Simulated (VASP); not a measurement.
Wanted: the native input for a VASP 6.6.1 run.

```yaml
Task: relaxation of the atoms
Functional: PBE
Potentials_or_basis: VASP PAW PBE potentials, release 64 (Si, Mo_sv, N)
Cutoff: 520 eV
k_mesh: 8 × 8 × 1
Occupations: gaussian, width 0.1 eV
Spin: no spin polarisation
Dipole_correction: yes
Atoms_held_fixed_from_0: "[0, 1, 2, 3, 4, 5]"
Further_INCAR_settings: ALGO = Normal; EDIFF = 1e-06; IBRION = 2; EDIFFG = -0.025; NSW = 36
Atoms_held_along_some_axes_from_0: atom 6 along a and b
```

The structure of Si4Mo2N lies in POSCAR:

```
Si4Mo2N
1.0
    3.2169717285      0.0000000000      0.0000000000
    0.0000000000      3.2169717285      0.0000000000
    0.0000000000      0.0000000000     21.8787970046
Si Mo N
4 2 1
Selective dynamics
Direct
    0.0000000000      0.0000000000      0.1828254085  F F F
    0.0000000000      0.0000000000      0.3015081460  F F F
    0.5000000000      0.5000000000      0.3593659936  F F F
    0.5000000000      0.5000000000      0.4743769505  F F F
    0.5000000000      0.5000000000      0.2421667772  F F F
    0.0000000000      0.0000000000      0.4192862006  F F F
    0.8750000000      0.8750000000      0.5044776732  F F T
```

These files were run (other wordings do the same):

INCAR

```
SYSTEM = Si4Mo2N
PREC = Accurate
ENCUT = 520
EDIFF = 1E-6
ISMEAR = 0
SIGMA = 0.1
LREAL = .False.
LASPH = .True.
NELM = 100
ALGO = Normal
ISIF = 2
LWAVE = .False.
LCHARG = .False.
LDIPOL = .True.
IDIPOL = 3
DIPOL = 0.5 0.5 0.355
GGA = PE
IBRION = 2
NSW = 36
EDIFFG = -0.025
```

KPOINTS

```
regular mesh
0
Gamma
  8 8 1
  0 0 0
```

Potentials or basis: VASP PAW PBE potentials, release 64 (Si, Mo_sv, N).

Launch:

```bash
$ cat potpaw_PBE.64/Si/POTCAR potpaw_PBE.64/Mo_sv/POTCAR potpaw_PBE.64/N/POTCAR > POTCAR
$ mpirun -np 1 vasp_std > vasp.out
```

It gave:

| Quantity | Value |
| --- | --- |
| Energy gained by relaxing | 12.5 meV/atom |
| Ionic steps | 3 |
| Band gap on the k mesh | zero (an odd number of electrons rules out a gap without spin polarisation) |

Caveat: an odd number of electrons without spin polarisation forces a metal; a magnetic or distorted state may lie lower.

Run time: 7.1 min on 1 thread of Intel(R) Xeon(R) Platinum 8488C (Sapphire Rapids), with other jobs on the host, peak memory 0.39 GiB.
